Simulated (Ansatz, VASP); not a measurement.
## SnW3 in VASP and in Ansatz

File INCAR:

```
SYSTEM = SnW3
ALGO = Normal
EDIFF = 1E-7
ENCUT = 520
GGA = PS
ISIF = 2
ISMEAR = 0
LASPH = .TRUE.
LCHARG = .FALSE.
LREAL = .FALSE.
LWAVE = .FALSE.
NBANDS = 36
NELM = 100
PREC = Accurate
SIGMA = 0.05
```

KPOINTS

```
k-points
0
G
  8 8 8
  0 0 0
```

File POSCAR:

```
SnW3
1.0
    4.0781842515      0.0000000000      0.0000000000
    0.0000000000      4.0781842515      0.0000000000
    0.0000000000      0.0000000000      4.0781842515
W Sn
3 1
Direct
    0.0000000000      0.5000000000      0.5000000000
    0.5000000000      0.5000000000      0.0000000000
    0.5000000000      0.0000000000      0.5000000000
    0.0000000000      0.0000000000      0.0000000000
```

Input for Ansatz:

```yaml
crystal:
  lattice:
    - [4.0781842515, 0.0, 0.0]
    - [0.0, 4.0781842515, 0.0]
    - [0.0, 0.0, 4.0781842515]
  atoms:
    - { symbol: W, position: [0.0, 0.5, 0.5] }
    - { symbol: W, position: [0.5, 0.5, 0.0] }
    - { symbol: W, position: [0.5, 0.0, 0.5] }
    - { symbol: Sn, position: [0.0, 0.0, 0.0] }
basis:
  ecutwfc: 420
  ecutrho_ratio: 4
kpoints:
  mp_grid: { grid: [8, 8, 8] }
hamiltonian:
  xc: pbesol
scf:
  occupations: { method: gaussian, width: 0.05 }
output:
  forces: true
  stress: true
  eigenvalues: true
```

Alike in both runs: task single point; functional PBEsol; k mesh 8 × 8 × 8; occupations gaussian, width 0.05 eV; no spin polarisation.

```csv
,VASP,Ansatz
version,VASP 6.6.1,Ansatz 0.2.0
potentials or method,"VASP PAW PBE potentials, release 64 (W_sv, Sn_d), cutoff 520 eV","scalar-relativistic, plane waves, PAW"
valence electrons in the cell,56,56
```

Ansatz gave:

| Item | Value |
| --- | --- |
| gap on the k mesh at the Fermi level (eV) | none |
| pressure (GPa) | -4.7 |

**Question.** What did VASP give for the same quantities?

**Answer.** gap on the k mesh at the Fermi level (eV): none; pressure (GPa): -4.5.

VASP's potentials were made for PBE, not for PBEsol. A gap of «none» marks a metal or a gap that the smearing closes.

Spin-orbit coupling is off throughout.
